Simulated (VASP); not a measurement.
# NiO (I4/mmm) in VASP: a series of runs

Runs on NiO. Level: r2SCAN. Tasks: single point.

Everything below comes from runs of VASP 6.6.1. Logs are shortened: lines on timing, memory, paths and dates and some standing lists are left out, and cuts for length are marked.

## (1) The cell of the first run

Symmetry: I4/mmm, No. 139, tetragonal system. The conventional cell has a = 2.962 Å, b = 2.962 Å, c = 4.356 Å, α = 90.00°, β = 90.00°, γ = 90.00°. Within 2.8 Å of Ni (site symmetry 4/mmm) lie 6 O at 2.09 to 2.18 Å. Within 2.8 Å of O (site symmetry 4/mmm) lie 6 Ni at 2.09 to 2.18 Å.

## (2) Single point, r2SCAN, collinear spin, ferromagnetic start (strain along c alone, the other axes held: +4.0 %)

The input, POSCAR:

```
NiO
1.0
    2.0942984958      2.0942984958      0.0000000000
   -2.0942984958      2.0942984958      0.0000000000
    0.0000000000      0.0000000000      4.3561408712
Ni O
2 2
Direct
    0.0000000000      0.0000000000      0.0000000000
    0.5000000000      0.5000000000      0.5000000000
    0.5000000000      0.5000000000      0.0000000000
    0.0000000000      0.0000000000      0.5000000000
```

The input, INCAR.step1:

```
ALGO = Normal
EDIFF = 1E-4
ENCUT = 520
GGA = PE
ISMEAR = 0
ISPIN = 2
LASPH = True
LCHARG = False
LMAXMIX = 4
LREAL = False
LWAVE = True
MAGMOM = 1.84 1.84 0.31 0.31
NBANDS = 28
NELM = 150
PREC = Accurate
SIGMA = 0.02
```

The input, INCAR.step2:

```
ALGO = Normal
EDIFF = 1E-6
ENCUT = 520
ISIF = 2
ISMEAR = 0
ISPIN = 2
ISTART = 1
LASPH = True
LCHARG = True
LELF = True
LMAXMIX = 4
LMIXTAU = True
LORBIT = 11
LREAL = False
LVHAR = True
LWAVE = False
MAGMOM = 1.84 1.84 0.31 0.31
METAGGA = R2SCAN
NBANDS = 28
NELM = 150
PREC = Accurate
SIGMA = 0.02
```

The input, KPOINTS:

```
k-points
0
Gamma
  10 10 8
```

Potentials or basis: VASP PAW PBE potentials, release 64 (Ni, O).

On the command line:

```
$ cat potpaw_PBE.64/Ni/POTCAR potpaw_PBE.64/O/POTCAR > POTCAR
$ cp INCAR.step1 INCAR
$ mpirun -np 1 vasp_std > vasp.out
$ cp INCAR.step2 INCAR
$ mpirun -np 1 vasp_std > vasp.out
```

OUTCAR:

```text
EDIFF = 1E-6
   ENCUT = 520
   ISIF = 2
   ISMEAR = 0
   ISPIN = 2
   ISTART = 1
   LASPH = True
   LORBIT = 11
   LREAL = False
   METAGGA = R2SCAN
   NELM = 150
   PREC = Accurate

 ion  position               nearest neighbor table
   1  0.000  0.000  0.000-   3 2.09   3 2.09   3 2.09   3 2.09   4 2.18   4 2.18   2 3.02   2 3.02
                             2 3.02   2 3.02   2 3.02   2 3.02   2 3.02   2 3.02
   2  0.500  0.500  0.500-   4 2.09   4 2.09   4 2.09   4 2.09   3 2.18   3 2.18   1 3.02   1 3.02
                             1 3.02   1 3.02   1 3.02   1 3.02   1 3.02   1 3.02
   3  0.500  0.500  0.000-   1 2.09   1 2.09   1 2.09   1 2.09   2 2.18   2 2.18
   4  0.000  0.000  0.500-   2 2.09   2 2.09   2 2.09   2 2.09   1 2.18   1 2.18

  LATTYP: Found a simple tetragonal cell.
 ALAT       =     2.9617853364
 C/A-ratio  =     1.4707821048

  Lattice vectors:

 A1 = (   2.0942984958,   2.0942984958,   0.0000000000)
 A2 = (  -2.0942984958,   2.0942984958,   0.0000000000)
 A3 = (   0.0000000000,   0.0000000000,   4.3561408712)

Analysis of symmetry for initial positions (statically):
=====================================================================
 Subroutine PRICEL returns following result:

  LATTYP: Found a body centered tetragonal cell.
 ALAT       =     2.9617853364
 C/A-ratio  =     1.4707821048
[... 12 lines left out ...]
 Subroutine GETGRP returns: Found 16 space group operations
 (whereof 16 operations were pure point group operations)
 out of a pool of 16 trial point group operations.

The static configuration has the point symmetry D_4h.

Analysis of symmetry for dynamics (positions and initial velocities):
=====================================================================
 Subroutine PRICEL returns following result:

  LATTYP: Found a body centered tetragonal cell.
 ALAT       =     2.9617853364
 C/A-ratio  =     1.4707821048
[... 12 lines left out ...]
 Subroutine GETGRP returns: Found 16 space group operations
 (whereof 16 operations were pure point group operations)
 out of a pool of 16 trial point group operations.

The dynamic configuration has the point symmetry D_4h.

Analysis of structural, dynamic, and magnetic symmetry:
=====================================================================
 Subroutine PRICEL returns following result:

  LATTYP: Found a body centered tetragonal cell.
 ALAT       =     2.9617853364
 C/A-ratio  =     1.4707821048
[... 12 lines left out ...]
 Subroutine GETGRP returns: Found 16 space group operations
 (whereof 16 operations were pure point group operations)
 out of a pool of 16 trial point group operations.

The overall configuration has the point symmetry D_4h.

 Subroutine INISYM returns: Found 16 space group operations
 (whereof 16 operations are pure point group operations),
 and found     2 'primitive' translations

----------------------------------------------------------------------------------------

                                     Primitive cell

  volume of cell :      19.1064

  direct lattice vectors                    reciprocal lattice vectors
     2.094298496  0.000000000 -2.178070436     0.238743427  0.238743427 -0.229560987
    -2.094298496  0.000000000 -2.178070436    -0.238743427  0.238743427 -0.229560987
     0.000000000  2.094298496  2.178070436     0.000000000  0.477486854  0.000000000

  length of vectors
     3.021601730  3.021601730  3.021601730     0.408283106  0.408283106  0.477486854

  position of ions in fractional coordinates (direct lattice)
     0.000000000  0.000000000  0.000000000
     0.500000000  0.500000000  0.000000000

  ion indices of the primitive-cell ions
   primitive index   ion index
                 1           1
                 2           4

----------------------------------------------------------------------------------------

 KPOINTS: k-points

Automatic generation of k-mesh.
 Grid dimensions read from file:
 generate k-points for:   10   10    8

 Generating k-lattice:

  Cartesian coordinates                     Fractional coordinates (reciprocal lattice)
     0.023874343  0.023874343  0.000000000     0.100000000  0.000000000  0.000000000
    -0.023874343  0.023874343  0.000000000     0.000000000  0.100000000  0.000000000
     0.000000000  0.000000000  0.028695123     0.000000000  0.000000000  0.125000000

  Length of vectors
     0.033763419  0.033763419  0.028695123

  Shift w.r.t. Gamma in fractional coordinates (k-lattice)
     0.000000000  0.000000000  0.000000000

 Subroutine IBZKPT returns following result:
 ===========================================

 Found    105 irreducible k-points:

 Following reciprocal coordinates:
            Coordinates               Weight
  0.000000  0.000000  0.000000      1.000000
  0.100000  0.000000  0.000000      4.000000
  0.200000  0.000000  0.000000      4.000000
  0.300000  0.000000  0.000000      4.000000
  0.400000  0.000000  0.000000      4.000000
  0.500000  0.000000  0.000000      2.000000
[... 16 lines left out ...]
  0.100000  0.000000  0.125000      8.000000
  0.200000  0.000000  0.125000      8.000000
 [... further k-points ...]
   k-points           NKPTS =    105   k-points in BZ     NKDIM =    105   number of bands    NBANDS=     28
   number of dos      NEDOS =    301   number of ions     NIONS =      4
   total plane-waves  NPLWV =  18432
   dimension x,y,z NGX =    24 NGY =   24 NGZ =   32
   dimension x,y,z NGXF=    48 NGYF=   48 NGZF=   64
   ions per type =               2   2
   NGX,Y,Z   is equivalent  to a cutoff of  13.47, 13.47, 12.21 a.u.
   NGXF,Y,Z  is equivalent  to a cutoff of  26.94, 26.94, 24.42 a.u.
 SYSTEM =  unknown system
   PREC   = accura    normal or accurate (medium, high low for compatibility)
   ISTART =      1    job   : 0-new  1-cont  2-samecut
   ICHARG =      0    charge: 1-file 2-atom 10-const
   ISPIN  =      2    spin polarized calculation?
   LNONCOLLINEAR =      F non collinear calculations
   LSORBIT =      F    spin-orbit coupling
   LASPH  =      T    aspherical Exc in radial PAW
   ENCUT  =  520.0 eV  38.22 Ry    6.18 a.u.   5.51  5.51  8.10*2*pi/ulx,y,z
   NELM   =    150;   NELMIN=  2; NELMDL=  0     # of ELM steps
   EDIFF  = 0.1E-05   stopping-criterion for ELM
   LREAL  =      F    real-space projection
   EDIFFG = 0.1E-04   stopping-criterion for IOM
   NSW    =      0    number of steps for IOM
   IBRION =     -1    ionic relax: 0-MD 1-quasi-New 2-CG
   NFREE  =      0    steps in history (QN), initial steepest desc. (CG)
   ISIF   =      2    stress and relaxation
   ISYM   =      2    0-nonsym 1-usesym 2-fastsym
   POTIM  = 0.5000    time-step for ionic-motion
   TEBEG  =    0.0;   TEEND  =   0.0 temperature during run
   PSTRESS=    0.0 pullay stress
   NELECT =      32.0000    total number of electrons
   NUPDOWN=      -1.0000    fix difference up-down
   EMIN   =  10.00;   EMAX   =-10.00  energy-range for DOS
   EFERMI =   0.00;   METHOD = LEGACY
   ISMEAR =     0;   SIGMA  =   0.02  broadening in eV -4-tet -1-fermi 0-gaus
   EFERMI_NEDOS =   21; number of points for ismear=-14 and -15
   IALGO  =     38    algorithm
   IMIX   =      4    mixing-type and parameters
     AMIX     =   0.40;   BMIX     =  1.00
     AMIX_MAG =   1.60;   BMIX_MAG =  1.00
  volume/ion in A,a.u.               =       9.55        64.47
  Fermi-wavevector in a.u.,A,eV,Ry     =   1.543080  2.915999 32.396780  2.381096
  Thomas-Fermi vector in A             =   2.648794
   LORBIT       =     11    0 simple, 1 ext, 2 COOP (PROOUT), +10 PAW based schemes
   METAGGA = R2SCAN    functional components
   LHFCALC =     F    Hartree Fock is set to
   AEXX    =    0.0000 exact exchange contribution
   IVDW    =     0    specifies the selected vdW correction
   LEPSILON=     F    determine dielectric tensor
   LRPA    =     F    only Hartree local field effects (RPA)
 spin polarized calculation
 Gauss-broadening in eV      SIGMA  =   0.02
  energy-cutoff  :      520.00
  volume of cell :       38.21
 maximum number of plane-waves:      1052
 NGX is ok and might be reduce to    24
   NGX = 11   NGY = 11   NGZ = 17

 number of electron      31.9999974 magnetization       3.9999800

 Free energy of the ion-electron system (eV)
  ---------------------------------------------------
  ext. energy  EPLUGINS =         0.00000000
  ---------------------------------------------------
  free energy    TOTEN  =       -40.16183938 eV

  energy without entropy =      -40.16183938  energy(sigma->0) =      -40.16183938

 E-fermi :   7.0049     XC(G=0): -13.1022

 val. band max:        6.9059930039   @ k =   0.5000   0.0000   0.5000
 cond. band min:       7.5048614979   @ k =   0.0000   0.0000   0.0000
 fundamental gap:      0.5988684939
 Fermi energy:         7.0048956605

 spin component 1

 k-point     1 :       0.0000    0.0000    0.0000
  band No.  band energies     occupation
      1     -13.8189      1.00000
      2     -12.6259      1.00000
      3       0.3962      1.00000
      4       2.8370      1.00000
      5       2.9558      1.00000
      6       3.0538      1.00000
[... 733 lines left out ...]
     27      25.6528      0.00000
     28      27.5131      0.00000

 [... further k-points ...]

 spin component 2

 k-point     1 :       0.0000    0.0000    0.0000
  band No.  band energies     occupation
      1     -13.2890      1.00000
      2     -11.9711      1.00000
      3       0.8177      1.00000
      4       3.6389      1.00000
      5       3.6390      1.00000
      6       3.9252      1.00000
[... 733 lines left out ...]
     27      26.1728      0.00000
     28      27.9500      0.00000

 [... further k-points ...]

------------------------ aborting loop because EDIFF is reached ----------------------------------------

  FORCE on cell =-STRESS in cart. coord.  units (eV):
  Direction    XX          YY          ZZ          XY          YZ          ZX
  --------------------------------------------------------------------------------------
  -------------------------------------------------------------------------------------
  Total       -1.1174868     -1.1174868     -2.8948695      0.0000000      0.0000000     -0.0000000
  in kB      -46.8537040    -46.8537040   -121.3753498      0.0000000      0.0000000     -0.0000000
  external PRESSURE =     -71.6942526 kB  Pullay stress =       0.0000000 kB

 VOLUME and BASIS-vectors are now :
 -----------------------------------------------------------------------------
  energy-cutoff  :      520.00
  volume of cell :       38.21
      direct lattice vectors                 reciprocal lattice vectors
     2.094298496  2.094298496  0.000000000     0.238743427  0.238743427  0.000000000
    -2.094298496  2.094298496  0.000000000    -0.238743427  0.238743427  0.000000000
     0.000000000  0.000000000  4.356140871     0.000000000  0.000000000  0.229560987

 POSITION                                       TOTAL-FORCE (eV/Angst)
 -----------------------------------------------------------------------------------
      0.00000      0.00000      0.00000         0.000000     -0.000000      0.000000
      0.00000      2.09430      2.17807         0.000000     -0.000000     -0.000000
      0.00000      2.09430      0.00000         0.000000     -0.000000      0.000000
      0.00000      0.00000      2.17807        -0.000000      0.000000      0.000000
 -----------------------------------------------------------------------------------
    total drift:                                0.000000     -0.000000     -0.000000

  FREE ENERGIE OF THE ION-ELECTRON SYSTEM (eV)
  ---------------------------------------------------
  free  energy   TOTEN  =       -40.1618393774 eV

  energy  without entropy=      -40.1618393774  energy(sigma->0) =      -40.16183938

 total charge

# of ion       s       p       d       tot
------------------------------------------
    1        0.323   0.385   8.143   8.850
    2        0.323   0.385   8.143   8.850
    3        1.555   3.469   0.000   5.024
    4        1.555   3.469   0.000   5.024
--------------------------------------------------
tot          3.755   7.709  16.285  27.749

 magnetization (x)

# of ion       s       p       d       tot
------------------------------------------
    1        0.011   0.011   1.675   1.697
    2        0.011   0.011   1.675   1.697
    3        0.027   0.246   0.000   0.272
    4        0.027   0.246   0.000   0.272
--------------------------------------------------
tot          0.076   0.513   3.349   3.938
```

Wall time 15 min (1 thread of Oxide Virtual Turin-like, shared host); peak memory 0.25 GiB.

What came out:

```
Free energy                                           : -40.1618 eV
Pressure                                              : -7.2 GPa
Band gap on the k mesh                                : 0.60 eV
Net moment                                            : 4.00 μB per cell
Site moments                                          : Ni +1.70; O +0.27 μB
Valence electrons inside the program's atomic spheres : Ni 8.85; O 5.02
```

Levels at points of the mesh, in eV from the valence-band top:
Spin up:
```
           k point  band 16  band 17  band 18  band 19  band 20  band 21
(0.00, 0.00, 0.00)    -2.60    -2.27    -2.27     1.87     6.47    10.87
(0.50, 0.00, 0.00)    -1.71    -0.12    -0.12     7.58     7.58    11.19
(0.50, 0.50, 0.00)    -2.29    -2.19    -2.19     6.45     6.45    11.43
(0.00, 0.00, 0.50)    -2.04    -2.04    -2.04     5.49     5.49    12.95
(0.50, 0.00, 0.50)    -0.28     0.00     0.00     6.16     6.16    10.40
(0.50, 0.50, 0.50)    -2.19    -1.93    -1.93     8.58     8.58    11.41
```
Spin down:
| k point | band 11 | band 12 | band 13 | band 14 | band 15 | band 16 | band 17 | band 18 |
| --- | --- | --- | --- | --- | --- | --- | --- | --- |
| (0.00, 0.00, 0.00) | -2.05 | -1.91 | -1.30 | -1.30 | 0.60 | 0.78 | 1.14 | 1.55 |
| (0.50, 0.00, 0.00) | -1.15 | -1.15 | -0.80 | -0.80 | 1.34 | 1.34 | 3.47 | 3.47 |
| (0.50, 0.50, 0.00) | -1.33 | -1.33 | -1.22 | -1.22 | 1.12 | 1.12 | 1.66 | 1.66 |
| (0.00, 0.00, 0.50) | -1.14 | -1.14 | -1.14 | -1.14 | 0.96 | 0.96 | 1.70 | 1.70 |
| (0.50, 0.00, 0.50) | -1.22 | -1.22 | -0.95 | -0.95 | 3.11 | 3.11 | 3.49 | 3.49 |
| (0.50, 0.50, 0.50) | -1.56 | -1.56 | -1.22 | -1.22 | 1.60 | 1.60 | 2.08 | 2.08 |

Caveat: the cell differs from its parent crystal (strain along c alone, the other axes held: +4.0 %); the stress differs along the axes, from -12 to -5 GPa; the PAW data sets were made with another functional, which shifts forces and pressure a little.

## (3) Single point, r2SCAN, collinear spin, ferromagnetic start (strain along c alone, the other axes held: +6.0 %)

Changes to POSCAR since step 2:

```diff
@@ -4,3 +4,3 @@
    -2.0942984958      2.0942984958      0.0000000000
-    0.0000000000      0.0000000000      4.3561408712
+    0.0000000000      0.0000000000      4.4399128111
 Ni O
```

The input, INCAR.step1:

```
PREC     = Accurate       # precision mode
ENCUT    = 520            # plane-wave cutoff, eV
ISMEAR   = 0              # smearing method
SIGMA    = 0.02           # smearing width, eV
LREAL    = False          # projectors in reciprocal space
LASPH    = True           # aspherical terms in the spheres
NELM     = 150            # most SCF steps
ISPIN    = 2              # spin polarisation
MAGMOM   = 1.84 1.84 0.31 0.31 # initial moments
LMAXMIX  = 4              # l up to which the mixer works
NBANDS   = 28             # bands
GGA      = PE             # functional
ALGO     = Normal         # electronic algorithm
EDIFF    = 1E-4           # SCF threshold, eV
LWAVE    = True           # write WAVECAR
LCHARG   = False          # write CHGCAR
```

The input, INCAR.step2:

```
PREC     = Accurate       # precision mode
ENCUT    = 520            # plane-wave cutoff, eV
EDIFF    = 1E-6           # SCF threshold, eV
ISMEAR   = 0              # smearing method
SIGMA    = 0.02           # smearing width, eV
LREAL    = False          # projectors in reciprocal space
LASPH    = True           # aspherical terms in the spheres
NELM     = 150            # most SCF steps
ALGO     = Normal         # electronic algorithm
ISIF     = 2              # what is computed and relaxed
LWAVE    = False          # write WAVECAR
LCHARG   = False          # write CHGCAR
ISPIN    = 2              # spin polarisation
MAGMOM   = 1.84 1.84 0.31 0.31 # initial moments
LORBIT   = 11             # projections on sites
LMAXMIX  = 4              # l up to which the mixer works
METAGGA  = R2SCAN         # meta-GGA
LMIXTAU  = True         
NBANDS   = 28             # bands
ISTART   = 1
```

The input, KPOINTS:

```
Automatic mesh
0
Gamma
  10 10 8
```

Potentials or basis: VASP PAW PBE potentials, release 64 (Ni, O).

On the command line:

```
$ cat potpaw_PBE.64/Ni/POTCAR potpaw_PBE.64/O/POTCAR > POTCAR
$ cp INCAR.step1 INCAR
$ mpirun -np 1 vasp_std > vasp.out
$ cp INCAR.step2 INCAR
$ mpirun -np 1 vasp_std > vasp.out
```

Run time: 23 min. Hardware: 1 thread of Oxide Virtual Turin-like, shared host; peak memory 0.26 GiB.

The run converged. Its results:

```
Free energy                                           : -40.0973 eV
Pressure                                              : -9.9 GPa
Band gap on the k mesh                                : 0.50 eV
Net moment                                            : 4.00 μB per cell
Site moments                                          : Ni +1.70; O +0.27 μB
Valence electrons inside the program's atomic spheres : Ni 8.83; O 5.01
```

Stress tensor (GPa, compression positive):
```
 -6.64   0.00   0.00
  0.00  -6.64   0.00
  0.00   0.00 -16.51
```

Levels at points of the mesh, in eV from the valence-band top:
Spin up:
```
           k point  band 15  band 16  band 17  band 18  band 19  band 20  band 21  band 22
(0.00, 0.00, 0.00)    -2.70    -2.53    -2.32    -2.32     1.75     6.33    10.51    12.92
(0.50, 0.00, 0.00)    -1.69    -1.69    -0.10    -0.10     7.47     7.47    10.85    10.85
(0.50, 0.50, 0.00)    -2.36    -2.36    -2.21    -2.21     6.30     6.30    11.35    11.35
(0.00, 0.00, 0.50)    -2.12    -2.12    -2.12    -2.12     5.24     5.24    12.54    12.54
(0.50, 0.00, 0.50)    -0.41    -0.41     0.00     0.00     6.06     6.06    10.18    10.18
(0.50, 0.50, 0.50)    -2.21    -2.21    -2.01    -2.01     8.31     8.31    11.33    11.33
```
Spin down:
```tsv
k point	band 10	band 11	band 12	band 13	band 14	band 15	band 16	band 17	band 18	band 19
(0.00, 0.00, 0.00)	-2.05	-2.05	-1.85	-1.35	-1.35	0.50	0.79	1.11	1.46	2.37
(0.50, 0.00, 0.00)	-1.71	-1.16	-1.16	-0.79	-0.79	1.24	1.24	3.47	3.47	8.15
(0.50, 0.50, 0.00)	-2.97	-1.40	-1.40	-1.24	-1.24	1.07	1.07	1.63	1.63	6.94
(0.00, 0.00, 0.50)	-2.64	-1.23	-1.23	-1.23	-1.23	0.95	0.95	1.64	1.64	6.07
(0.50, 0.00, 0.50)	-1.47	-1.21	-1.21	-0.99	-0.99	2.92	2.92	3.48	3.48	6.36
(0.50, 0.50, 0.50)	-1.66	-1.66	-1.66	-1.24	-1.24	1.59	1.59	1.98	1.98	9.07
```

Caveat: the cell differs from its parent crystal (strain along c alone, the other axes held: +6.0 %); the stress differs along the axes, from -17 to -7 GPa; the PAW data sets were made with another functional, which shifts forces and pressure a little.
